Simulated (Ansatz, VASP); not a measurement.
Bi2Se3 in VASP and in Ansatz

```
Bi Se
1.0
     2.06738    1.19360    9.58337
    -2.06738    1.19360    9.58337
     0.00000   -2.38721    9.58337
Bi Se
2 3
Cartesian
  0.0000 0.0000 11.5000
  0.0000 0.0000 17.2501
  0.0000 0.0000 0.0000
  0.0000 0.0000 6.0232
  0.0000 0.0000 22.7270
```

Alike in both runs: task single point; functional PBEsol; k mesh 6 × 6 × 6; occupations gaussian, width 0.1 eV; no spin polarisation.

|  | VASP | Ansatz |
| --- | --- | --- |
| version | VASP 6.6.1 | Ansatz 0.2.0 |
| potentials or method | VASP PAW PBE potentials, release 64 (Bi_d, Se), cutoff 520 eV | scalar-relativistic, plane waves, PAW |
| valence electrons in the cell | 48 | 78 |

|  | VASP | Ansatz | Ansatz less VASP |
| --- | --- | --- | --- |
| gap on the k mesh at the Fermi level (eV) | 0.11 | 0.11 | +0.002 |
| least direct gap on the mesh (eV) | 0.11 | 0.11 | +0.002 |
| pressure (GPa) | -1.5 | -1.5 | -0.04 |
| traceless stress, the component that is largest in VASP (GPa) | -0.53 | -0.54 | -0.004 |
| rms of the force components (eV/Å) | 0.223 | 0.229 | +0.0062 |

VASP's potentials were made for PBE, not for PBEsol. Atom by atom the forces differ by 0.006 eV/Å (rms over components). The functional is the same, so the differences come from potentials, cutoffs and numerics. VASP's potentials hold 48 valence electrons a cell and Ansatz's 78, so a difference there can come from the potentials and not from the codes.

Spin-orbit coupling is off throughout.
